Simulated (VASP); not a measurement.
# CoO (P6_3mc) in VASP: notebook

CoO is run at these levels: PBE+U; tasks: single point.

Program: VASP 6.6.1. These are calculated values, not measurements. Logs are shortened: lines on timing, memory, paths and dates and some standing lists are left out, and cuts for length are marked.

**1. The cell of the first run**

Symmetry: P6_3mc, No. 186, hexagonal system. Conventional cell: a = 3.295 Å, b = 3.295 Å, c = 5.308 Å, α = 90.00°, β = 90.00°, γ = 120.00°. Co (site symmetry 3m) has 4 O at 1.99 to 2.02 Å within 2.6 Å. O (site symmetry 3m) has 4 Co at 1.99 to 2.02 Å within 2.6 Å.

**2. Single point, PBE+U, collinear spin, antiferromagnetic start**

INCAR reads:

```
ALGO = Normal
EDIFF = 1E-6
ENCUT = 520
GGA = PE
ISIF = 2
ISMEAR = 0
ISPIN = 2
LASPH = True
LCHARG = True
LDAU = True
LDAUJ = 0 0
LDAUL = 2 -1
LDAUPRINT = 1
LDAUTYPE = 2
LDAUU = 3.32 0
LELF = True
LMAXMIX = 4
LORBIT = 11
LREAL = False
LVHAR = True
LWAVE = False
MAGMOM = -2.68 2.68 0 0
NBANDS = 27
NELM = 150
PREC = Accurate
SIGMA = 0.02
```

KPOINTS reads:

```
k-points
0
Gamma
  12 12 6
```

POSCAR reads:

```
CoO
1.0
    3.2948886021      0.0000000001      0.0000000000
   -1.6474443011      2.8534572320      0.0000000000
    0.0000000000      0.0000000000      5.3079108257
Co O
2 2
Direct
    0.0000000000      0.0000000000      0.0004961258
    0.3333333333      0.6666666667      0.5004961241
    0.0000000000      0.0000000000      0.3745043756
    0.3333333333      0.6666666667      0.8745043747
```

Potentials or basis: VASP PAW PBE potentials, release 64 (Co, O).

Command:

```console
cat potpaw_PBE.64/Co/POTCAR potpaw_PBE.64/O/POTCAR > POTCAR
mpirun -np 1 vasp_std > vasp.out
```

OUTCAR:

```text
EDIFF = 1E-6
   ENCUT = 520
   GGA = PE
   ISIF = 2
   ISMEAR = 0
   ISPIN = 2
   LASPH = True
   LORBIT = 11
   LREAL = False
   NELM = 150
   PREC = Accurate

 ion  position               nearest neighbor table
   1  0.000  0.000  0.000-   3 1.99   4 2.02   4 2.02   4 2.02
   2  0.333  0.667  0.500-   4 1.99   3 2.02   3 2.02   3 2.02
   3  0.000  0.000  0.375-   1 1.99   2 2.02   2 2.02   2 2.02
   4  0.333  0.667  0.875-   2 1.99   1 2.02   1 2.02   1 2.02

  LATTYP: Found a hexagonal cell.
 ALAT       =     3.2948886021
 C/A-ratio  =     1.6109530448

  Lattice vectors:

 A1 = (   3.2948886021,   0.0000000001,   0.0000000000)
 A2 = (  -1.6474443011,   2.8534572320,   0.0000000000)
 A3 = (   0.0000000000,   0.0000000000,   5.3079108257)

Analysis of symmetry for initial positions (statically):
=====================================================================
 Subroutine PRICEL returns:
 Original cell was already a primitive cell.

 Routine SETGRP: Setting up the symmetry group for a
 hexagonal supercell.

 Subroutine GETGRP returns: Found 12 space group operations
 (whereof  6 operations were pure point group operations)
 out of a pool of 24 trial point group operations.

The static configuration has the point symmetry C_3v.
 The point group associated with its full space group is C_6v.

Analysis of symmetry for dynamics (positions and initial velocities):
=====================================================================
 Subroutine PRICEL returns:
 Original cell was already a primitive cell.

 Routine SETGRP: Setting up the symmetry group for a
 hexagonal supercell.

 Subroutine GETGRP returns: Found 12 space group operations
 (whereof  6 operations were pure point group operations)
 out of a pool of 24 trial point group operations.

The dynamic configuration has the point symmetry C_3v.
 The point group associated with its full space group is C_6v.

Analysis of structural, dynamic, and magnetic symmetry:
=====================================================================
 Subroutine PRICEL returns:
 Original cell was already a primitive cell.

 Routine SETGRP: Setting up the symmetry group for a
 hexagonal supercell.

 Subroutine GETGRP returns: Found 12 space group operations
 (whereof  6 operations were pure point group operations)
 out of a pool of 24 trial point group operations.

The overall configuration has the point symmetry C_3v.
 The point group associated with its full space group is C_6v.

 Subroutine INISYM returns: Found 12 space group operations
 (whereof  6 operations are pure point group operations),
 and found     1 'primitive' translations

----------------------------------------------------------------------------------------

                                     Primitive cell

  volume of cell :      49.9040

  direct lattice vectors                    reciprocal lattice vectors
[... 145 lines left out ...]
 -0.4027  0.0000  0.0000  0.6633  0.0000
 -0.0000 -0.4027 -0.0000  0.0000  0.4087

spin component  2

  0.9794  0.0000 -0.0000  0.0081 -0.0000
  0.0000  0.9706 -0.0000  0.0000  0.0081
 -0.0000 -0.0000  0.9834 -0.0000 -0.0000
  0.0081  0.0000 -0.0000  0.9706 -0.0000
 -0.0000  0.0081 -0.0000 -0.0000  0.9794

 occupancies and eigenvectors

  o =  0.1137  v =  0.5025 -0.4624  0.0000  0.3682 -0.6310  0.0000  0.0000  0.0000  0.0000  0.0000      0.0000  0.0000  0.0000  0.0000  0.0000  0.0000  0.0000  0.0000  0.0000  0.0000
  o =  0.1137  v =  0.6310  0.3682  0.0000  0.4624  0.5025  0.0000  0.0000  0.0000  0.0000  0.0000      0.0000  0.0000  0.0000  0.0000  0.0000  0.0000  0.0000  0.0000  0.0000  0.0000
  o =  0.1308  v =  0.0000  0.0000 -1.0000  0.0000  0.0000  0.0000  0.0000  0.0000  0.0000  0.0000      0.0000  0.0000  0.0000  0.0000  0.0000  0.0000  0.0000  0.0000  0.0000  0.0000
  o =  0.9584  v =  0.3682  0.6310 -0.0000 -0.5026 -0.4623  0.0000  0.0000  0.0000  0.0000  0.0000      0.0000  0.0000  0.0000  0.0000  0.0000  0.0000  0.0000  0.0000  0.0000  0.0000
  o =  0.9584  v = -0.4623  0.5026  0.0000  0.6310 -0.3682  0.0000  0.0000  0.0000  0.0000  0.0000      0.0000  0.0000  0.0000  0.0000  0.0000  0.0000  0.0000  0.0000  0.0000  0.0000
  o =  0.9658  v =  0.0000  0.0000  0.0000  0.0000  0.0000  0.3192  0.6717  0.0000 -0.5351 -0.4008      0.0000  0.0000  0.0000  0.0000  0.0000  0.0000  0.0000  0.0000  0.0000  0.0000
  o =  0.9658  v =  0.0000  0.0000  0.0000  0.0000  0.0000 -0.4008  0.5351 -0.0000  0.6717 -0.3192      0.0000  0.0000  0.0000  0.0000  0.0000  0.0000  0.0000  0.0000  0.0000  0.0000
  o =  0.9834  v =  0.0000  0.0000  0.0000  0.0000  0.0000 -0.0000 -0.0000 -1.0000 -0.0000 -0.0000      0.0000  0.0000  0.0000  0.0000  0.0000  0.0000  0.0000  0.0000  0.0000  0.0000
  o =  0.9842  v =  0.0000  0.0000  0.0000  0.0000  0.0000  0.5351 -0.4008 -0.0000  0.3193 -0.6717      0.0000  0.0000  0.0000  0.0000  0.0000  0.0000  0.0000  0.0000  0.0000  0.0000
  o =  0.9842  v =  0.0000  0.0000  0.0000  0.0000  0.0000  0.6717  0.3193 -0.0000  0.4008  0.5351      0.0000  0.0000  0.0000  0.0000  0.0000  0.0000  0.0000  0.0000  0.0000  0.0000

atom =   2  type =  1  l = 2

 onsite density matrix

spin component  1

  0.9794 -0.0000 -0.0000 -0.0081 -0.0000
 -0.0000  0.9706  0.0000  0.0000 -0.0081
 -0.0000  0.0000  0.9834  0.0000 -0.0000
 -0.0081  0.0000  0.0000  0.9706  0.0000
 -0.0000 -0.0081 -0.0000  0.0000  0.9794

spin component  2

  0.4087  0.0000 -0.0000  0.4027 -0.0000
  0.0000  0.6633 -0.0000  0.0000  0.4027
 -0.0000 -0.0000  0.1308 -0.0000 -0.0000
  0.4027  0.0000 -0.0000  0.6633 -0.0000
 -0.0000  0.4027 -0.0000 -0.0000  0.4087

 occupancies and eigenvectors

  o =  0.1137  v =  0.0000  0.0000  0.0000  0.0000  0.0000  0.5022  0.4625  0.0000 -0.3679 -0.6313      0.0000  0.0000  0.0000  0.0000  0.0000  0.0000  0.0000  0.0000  0.0000  0.0000
  o =  0.1137  v =  0.0000  0.0000  0.0000  0.0000  0.0000  0.6313 -0.3679  0.0000 -0.4625  0.5022      0.0000  0.0000  0.0000  0.0000  0.0000  0.0000  0.0000  0.0000  0.0000  0.0000
  o =  0.1308  v =  0.0000  0.0000  0.0000  0.0000  0.0000  0.0000 -0.0000 -1.0000 -0.0000  0.0000      0.0000  0.0000  0.0000  0.0000  0.0000  0.0000  0.0000  0.0000  0.0000  0.0000
  o =  0.9584  v =  0.0000  0.0000  0.0000  0.0000  0.0000  0.3683 -0.6309 -0.0000  0.5026 -0.4623      0.0000  0.0000  0.0000  0.0000  0.0000  0.0000  0.0000  0.0000  0.0000  0.0000
  o =  0.9584  v =  0.0000  0.0000  0.0000  0.0000  0.0000 -0.4623 -0.5026  0.0000 -0.6309 -0.3683      0.0000  0.0000  0.0000  0.0000  0.0000  0.0000  0.0000  0.0000  0.0000  0.0000
  o =  0.9658  v =  0.3192 -0.6717  0.0000  0.5350 -0.4008  0.0000  0.0000  0.0000  0.0000  0.0000      0.0000  0.0000  0.0000  0.0000  0.0000  0.0000  0.0000  0.0000  0.0000  0.0000
  o =  0.9658  v = -0.4008 -0.5350 -0.0000 -0.6717 -0.3192  0.0000  0.0000  0.0000  0.0000  0.0000      0.0000  0.0000  0.0000  0.0000  0.0000  0.0000  0.0000  0.0000  0.0000  0.0000
  o =  0.9834  v = -0.0000  0.0000 -1.0000  0.0000 -0.0000  0.0000  0.0000  0.0000  0.0000  0.0000      0.0000  0.0000  0.0000  0.0000  0.0000  0.0000  0.0000  0.0000  0.0000  0.0000
  o =  0.9842  v =  0.5351  0.4008 -0.0000 -0.3193 -0.6717  0.0000  0.0000  0.0000  0.0000  0.0000      0.0000  0.0000  0.0000  0.0000  0.0000  0.0000  0.0000  0.0000  0.0000  0.0000
  o =  0.9842  v =  0.6717 -0.3193 -0.0000 -0.4008  0.5351  0.0000  0.0000  0.0000  0.0000  0.0000      0.0000  0.0000  0.0000  0.0000  0.0000  0.0000  0.0000  0.0000  0.0000  0.0000

 number of electron      29.9999989 magnetization       0.0000001

 Free energy of the ion-electron system (eV)
  ---------------------------------------------------
  ext. energy  EPLUGINS =         0.00000000
  ---------------------------------------------------
  free energy    TOTEN  =       -24.42816935 eV

  energy without entropy =      -24.42816935  energy(sigma->0) =      -24.42816935

 E-fermi :   4.5308     XC(G=0): -10.6314

 val. band max:        4.3593874820   @ k =   0.0000   0.0000   0.5000
 cond. band min:       5.5596000701   @ k =   0.0000   0.0000   0.0000
 fundamental gap:      1.2002125881
 Fermi energy:         4.5308138428

 spin component 1

 k-point     1 :       0.0000    0.0000    0.0000
  band No.  band energies     occupation
      1     -13.7158      1.00000
      2     -13.1230      1.00000
      3      -1.1545      1.00000
      4      -1.1545      1.00000
      5      -1.0092      1.00000
      6      -0.5133      1.00000
[... 1433 lines left out ...]
     26      19.0511      0.00000
     27      20.4277      0.00000

 [... further k-points ...]

------------------------ aborting loop because EDIFF is reached ----------------------------------------

  FORCE on cell =-STRESS in cart. coord.  units (eV):
  Direction    XX          YY          ZZ          XY          YZ          ZX
  --------------------------------------------------------------------------------------
  -------------------------------------------------------------------------------------
  Total       -0.7947332     -0.7947332     -0.8430474     -0.0000000      0.0000000      0.0000000
  in kB      -25.5150390    -25.5150390    -27.0661731     -0.0000000      0.0000000      0.0000000
  external PRESSURE =     -26.0320837 kB  Pullay stress =       0.0000000 kB

 VOLUME and BASIS-vectors are now :
 -----------------------------------------------------------------------------
  energy-cutoff  :      520.00
  volume of cell :       49.90
      direct lattice vectors                 reciprocal lattice vectors
     3.294888602  0.000000000  0.000000000     0.303500397  0.175226036  0.000000000
    -1.647444301  2.853457232  0.000000000    -0.000000000  0.350452072  0.000000000
     0.000000000  0.000000000  5.307910826     0.000000000  0.000000000  0.188398041

 POSITION                                       TOTAL-FORCE (eV/Angst)
 -----------------------------------------------------------------------------------
      0.00000      0.00000      0.00263         0.000000     -0.000000     -0.012764
     -0.00000      1.90230      2.65659        -0.000000      0.000000     -0.012764
      0.00000      0.00000      1.98784        -0.000000      0.000000      0.012764
     -0.00000      1.90230      4.64179         0.000000     -0.000000      0.012764
 -----------------------------------------------------------------------------------
    total drift:                                0.000000     -0.000000      0.001038

  FREE ENERGIE OF THE ION-ELECTRON SYSTEM (eV)
  ---------------------------------------------------
  free  energy   TOTEN  =       -24.4281693480 eV

  energy  without entropy=      -24.4281693480  energy(sigma->0) =      -24.42816935

 total charge

# of ion       s       p       d       tot
------------------------------------------
    1        0.335   0.391   7.134   7.860
    2        0.335   0.391   7.134   7.860
    3        1.546   3.451   0.000   4.997
    4        1.546   3.451   0.000   4.997
--------------------------------------------------
tot          3.762   7.684  14.269  25.715

 magnetization (x)

# of ion       s       p       d       tot
------------------------------------------
    1       -0.015  -0.039  -2.607  -2.661
    2        0.015   0.039   2.607   2.661
    3        0.007   0.077   0.000   0.084
    4       -0.007  -0.077   0.000  -0.084
--------------------------------------------------
tot          0.000  -0.000  -0.000  -0.000
```

Run time: 3.8 min. Hardware: 1 thread of Intel Xeon Platinum 8488C (Sapphire Rapids), shared host; peak memory 0.3 GiB.

Results:

```
Free energy                                           : -24.4282 eV
Pressure                                              : -2.6 GPa
Largest force                                         : 0.013 eV/Å
Band gap on the k mesh                                : 1.20 eV (least direct gap 1.29 eV)
Net moment                                            : 0.00 μB per cell
Site moments                                          : Co -2.66, +2.66; O +0.08, -0.08 μB
Valence electrons inside the program's atomic spheres : Co 7.86; O 5.00
```

Forces on the atoms (eV/Å):
```
Co   0.000  0.000 -0.013
Co   0.000  0.000 -0.013
O    0.000  0.000  0.013
O    0.000  0.000  0.013
```

Levels at points of the mesh, in eV from the valence-band top:
Spin up:
| k point | band 11 | band 12 | band 13 | band 14 | band 15 | band 16 | band 17 | band 18 | band 19 | band 20 |
| --- | --- | --- | --- | --- | --- | --- | --- | --- | --- | --- |
| (0.00, 0.00, 0.00) | -1.28 | -1.28 | -1.23 | -0.09 | -0.09 | 1.20 | 3.44 | 4.03 | 4.03 | 6.24 |
| (0.50, 0.00, 0.00) | -2.51 | -1.86 | -1.60 | -0.68 | -0.26 | 2.24 | 2.80 | 3.40 | 6.49 | 6.91 |
| (0.00, 0.00, 0.50) | -1.54 | -1.39 | -1.39 | 0.00 | 0.00 | 2.91 | 3.51 | 3.97 | 3.97 | 4.32 |
| (0.50, 0.00, 0.50) | -2.25 | -1.40 | -1.28 | -0.72 | -0.63 | 2.31 | 3.12 | 3.36 | 6.11 | 6.82 |
Spin down:
| k point | band 11 | band 12 | band 13 | band 14 | band 15 | band 16 | band 17 | band 18 | band 19 | band 20 |
| --- | --- | --- | --- | --- | --- | --- | --- | --- | --- | --- |
| (0.00, 0.00, 0.00) | -1.28 | -1.28 | -1.23 | -0.09 | -0.09 | 1.20 | 3.44 | 4.03 | 4.03 | 6.24 |
| (0.50, 0.00, 0.00) | -2.51 | -1.86 | -1.60 | -0.68 | -0.26 | 2.24 | 2.80 | 3.40 | 6.49 | 6.91 |
| (0.00, 0.00, 0.50) | -1.54 | -1.39 | -1.39 | 0.00 | 0.00 | 2.91 | 3.51 | 3.97 | 3.97 | 4.32 |
| (0.50, 0.00, 0.50) | -2.25 | -1.40 | -1.28 | -0.72 | -0.63 | 2.31 | 3.12 | 3.36 | 6.11 | 6.82 |

Eigenvalues of the final occupation matrices:
| site | spin | trace | eigenvalues |
| --- | --- | --- | --- |
| site 1 d | 1 | 2.27 | 0.11 0.11 0.13 0.96 0.96 |
| site 1 d | 2 | 4.88 | 0.97 0.97 0.98 0.98 0.98 |
| site 2 d | 1 | 4.88 | 0.97 0.97 0.98 0.98 0.98 |
| site 2 d | 2 | 2.27 | 0.11 0.11 0.13 0.96 0.96 |

A k mesh can miss the band edges. The state reached can hang on the start; a lower one may exist.

**3. Single point, PBE+U, collinear spin, antiferromagnetic start (11.63 Å³/atom)**

This run uses another cell than the first one, of 11.63 Å³/atom.

INCAR reads:

```
SYSTEM = CoO
PREC = Accurate
ENCUT = 520
EDIFF = 1E-6
ISMEAR = 0
SIGMA = 0.02
LREAL = .FALSE.
LASPH = .TRUE.
NELM = 150
ALGO = Normal
ISIF = 2
LWAVE = .FALSE.
LCHARG = .TRUE.
ISPIN = 2
MAGMOM = -2.67 2.67 0 0
LORBIT = 11
LMAXMIX = 4
LDAU = .TRUE.
LDAUTYPE = 2
LDAUL = 2 -1
LDAUU = 3.32 0
LDAUJ = 0 0
LDAUPRINT = 1
GGA = PE
LELF = .TRUE.
LVHAR = .TRUE.
NBANDS = 27
```

KPOINTS reads:

```
Automatic mesh
0
G
  12 12 6
  0 0 0
```

POSCAR reads:

```
CoO
1.0
    3.2124281163      0.0000000000      0.0000000000
   -1.6062140581      2.7820443565      0.0000000000
    0.0000000000      0.0000000000      5.2062419541
Co O
2 2
Direct
    0.0000000000      0.0000000000      0.0012972637
    0.3333333333      0.6666666667      0.5012973209
    0.0000000000      0.0000000000      0.3737032006
    0.3333333333      0.6666666667      0.8737032148
```

Potentials or basis: VASP PAW PBE potentials, release 64 (Co, O).

Command:

```console
cat potpaw_PBE.64/Co/POTCAR potpaw_PBE.64/O/POTCAR > POTCAR
mpirun -np 1 vasp_std > vasp.out
```

OUTCAR:

```text
SYSTEM = CoO
   PREC = Accurate
   ENCUT = 520
   EDIFF = 1E-6
   ISMEAR = 0
   LREAL = .FALSE.
   LASPH = .TRUE.
   NELM = 150
   ISIF = 2
   ISPIN = 2
   LORBIT = 11
   GGA = PE

 ion  position               nearest neighbor table
   1  0.000  0.000  0.001-   3 1.94   4 1.97   4 1.97   4 1.97
   2  0.333  0.667  0.501-   4 1.94   3 1.97   3 1.97   3 1.97
   3  0.000  0.000  0.374-   1 1.94   2 1.97   2 1.97   2 1.97
   4  0.333  0.667  0.874-   2 1.94   1 1.97   1 1.97   1 1.97

  LATTYP: Found a hexagonal cell.
 ALAT       =     3.2124281163
 C/A-ratio  =     1.6206563277

  Lattice vectors:

 A1 = (   3.2124281163,   0.0000000000,   0.0000000000)
 A2 = (  -1.6062140581,   2.7820443565,   0.0000000000)
 A3 = (   0.0000000000,   0.0000000000,   5.2062419541)

Analysis of symmetry for initial positions (statically):
=====================================================================
 Subroutine PRICEL returns:
 Original cell was already a primitive cell.

 Routine SETGRP: Setting up the symmetry group for a
[... 1718 lines left out ...]
  Direction    XX          YY          ZZ          XY          YZ          ZX
  --------------------------------------------------------------------------------------
  -------------------------------------------------------------------------------------
  Total        2.0342050      2.0342050      1.9588349      0.0000000      0.0000000      0.0000000
  in kB       70.0460244     70.0460244     67.4507216      0.0000000      0.0000000      0.0000000
  external PRESSURE =      69.1809235 kB  Pullay stress =       0.0000000 kB

 VOLUME and BASIS-vectors are now :
 -----------------------------------------------------------------------------
  energy-cutoff  :      520.00
  volume of cell :       46.53
      direct lattice vectors                 reciprocal lattice vectors
     3.212428116  0.000000000  0.000000000     0.311291012  0.179723950  0.000000000
    -1.606214058  2.782044357  0.000000000     0.000000000  0.359447899  0.000000000
     0.000000000  0.000000000  5.206241954     0.000000000  0.000000000  0.192077128

 POSITION                                       TOTAL-FORCE (eV/Angst)
 -----------------------------------------------------------------------------------
      0.00000      0.00000      0.00675        -0.000000      0.000000     -0.009420
     -0.00000      1.85470      2.60988        -0.000000     -0.000000     -0.009420
      0.00000      0.00000      1.94559         0.000000     -0.000000      0.009420
     -0.00000      1.85470      4.54871        -0.000000      0.000000      0.009420
 -----------------------------------------------------------------------------------
    total drift:                               -0.000000     -0.000000     -0.000364

  FREE ENERGIE OF THE ION-ELECTRON SYSTEM (eV)
  ---------------------------------------------------
  free  energy   TOTEN  =       -24.3850292007 eV

  energy  without entropy=      -24.3850292007  energy(sigma->0) =      -24.38502920

 total charge

# of ion       s       p       d       tot
------------------------------------------
    1        0.356   0.444   7.186   7.986
    2        0.356   0.444   7.186   7.986
    3        1.547   3.485   0.000   5.032
    4        1.547   3.485   0.000   5.032
--------------------------------------------------
tot          3.807   7.857  14.372  26.036

 magnetization (x)

# of ion       s       p       d       tot
------------------------------------------
    1       -0.014  -0.044  -2.572  -2.631
    2        0.014   0.044   2.572   2.631
    3        0.008   0.083   0.000   0.091
    4       -0.008  -0.083   0.000  -0.091
--------------------------------------------------
tot          0.000  -0.000  -0.000  -0.000
```

stdout:

```text
POSCAR found type information on POSCAR CoO
 POSCAR found :  2 types and       4 ions
 scaLAPACK will be used
 LDA part: xc-table for (Slater+PW92), standard interpolation
 POSCAR, INCAR and KPOINTS ok, starting setup
 FFT: planning ... GRIDC
 FFT: planning ... GRID_SOFT
 FFT: planning ... GRID
 WAVECAR not read
 entering main loop
```

It took 4.9 min on 1 thread of Oxide Virtual Turin-like, shared host; peak memory 0.23 GiB.

What came out:

* Free energy: -24.3850 eV
* Pressure: 6.9 GPa
* Largest force: 0.009 eV/Å
* Band gap on the k mesh: 1.21 eV (least direct gap 1.30 eV)
* Net moment: 0.00 μB per cell
* Site moments: Co -2.63, +2.63; O +0.09, -0.09 μB
* Valence electrons inside the program's atomic spheres: Co 7.99; O 5.03

Forces in eV/Å, atoms in the order of the input:
```
Co   0.000  0.000 -0.009
Co   0.000  0.000 -0.009
O    0.000  0.000  0.009
O    0.000  0.000  0.009
```

Stress tensor (GPa, compression positive):
```
7.00 0.00 0.00
0.00 7.00 0.00
0.00 0.00 6.75
```

Eigenvalues of the final occupation matrices:
```
    site  spin  trace               eigenvalues
site 1 d     1   2.32  0.13 0.13 0.15 0.96 0.96
site 1 d     2   4.89  0.97 0.97 0.99 0.99 0.99
site 2 d     1   4.89  0.97 0.97 0.99 0.99 0.99
site 2 d     2   2.32  0.13 0.13 0.15 0.96 0.96
```

Caveat: the cell stands under pressure. The state reached can hang on the start; a lower one may exist.

(Continued in part 2 of 2.)
